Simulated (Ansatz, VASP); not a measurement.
Two plane-wave programs on Bi2Te3

The input INCAR:

```
PREC = Accurate
ENCUT = 520
EDIFF = 1E-6
ISMEAR = -1
SIGMA = 0.05
LREAL = False
LASPH = True
NELM = 80
ALGO = Normal
ISIF = 2
LWAVE = False
LCHARG = False
GGA = RE
IVDW = 12
NBANDS = 32
```

Contents of KPOINTS:

```
regular mesh
0
Gamma
  7 7 7
```

The input POSCAR:

```
Bi2Te3
1.0
    2.2218585726      1.2827906449     10.2994407795
   -2.2218585726      1.2827906449     10.2994407795
    0.0000000000     -2.5655812900     10.2994407795
Bi Te
2 3
Direct
    0.6000000000      0.6000000000      0.6000000000
    0.4000000000      0.4000000000      0.4000000000
    0.7905000000      0.7905000000      0.7905000000
    0.2095000000      0.2095000000      0.2095000000
    0.0000000000      0.0000000000      0.0000000000
```

File input.yaml:

```yaml
crystal:
  lattice:
    - [2.2218585726, 1.2827906449, 10.2994407795]
    - [-2.2218585726, 1.2827906449, 10.2994407795]
    - [0.0, -2.56558129, 10.2994407795]
  atoms:
    - { symbol: Bi, position: [0.6, 0.6, 0.6] }
    - { symbol: Bi, position: [0.4, 0.4, 0.4] }
    - { symbol: Te, position: [0.7905, 0.7905, 0.7905] }
    - { symbol: Te, position: [0.2095, 0.2095, 0.2095] }
    - { symbol: Te, position: [0.0, 0.0, 0.0] }
hamiltonian:
  xc: revpbe
  pseudopotentials: { kind: paw }
  dispersion: d3bj
kpoints:
  mp_grid: { grid: [7, 7, 7] }
scf:
  occupations: { method: fermi_dirac, width: 0.05 }
output:
  forces: true
  stress: true
  eigenvalues: true
  write_density: true
  write_potential: true
  elf: true
  volumetric_format: npy
```

Alike in both runs: task single point; functional revPBE; dispersion D3(BJ); k mesh 7 × 7 × 7; occupations fermi-dirac, width 0.05 eV; no spin polarisation.

|  | VASP | Ansatz |
| --- | --- | --- |
| version | VASP 6.6.1 | Ansatz 0.2.0 |
| potentials or method | VASP PAW PBE potentials, release 64 (Bi_d, Te) | Ansatz PAW |
| plane-wave cutoff (eV) | 520 | 420 |
| valence electrons in the cell | 48 | 78 |

|  | VASP | Ansatz | Ansatz less VASP |
| --- | --- | --- | --- |
| gap on the k mesh at the Fermi level (eV) | 0.34 | 0.35 | +0.010 |
| least direct gap on the mesh (eV) | 0.34 | 0.35 | +0.010 |
| pressure (GPa) | -3.0 | -3.0 | +0.03 |
| traceless stress, the component that is largest in VASP (GPa) | -0.20 | -0.20 | -0.003 |
| rms of the force components (eV/Å) | 0.105 | 0.109 | +0.0040 |

VASP's potentials were made for PBE, not for revPBE. Atom by atom the forces differ by 0.004 eV/Å (rms over components). VASP's potentials hold 48 valence electrons a cell and Ansatz's 78, so a difference there can come from the potentials and not from the codes.

Neither program's run includes spin-orbit coupling. Noted on Ansatz's run: odd divisions of the mesh miss points on the zone boundary, where band edges often lie, so the gap on the mesh can be too wide.
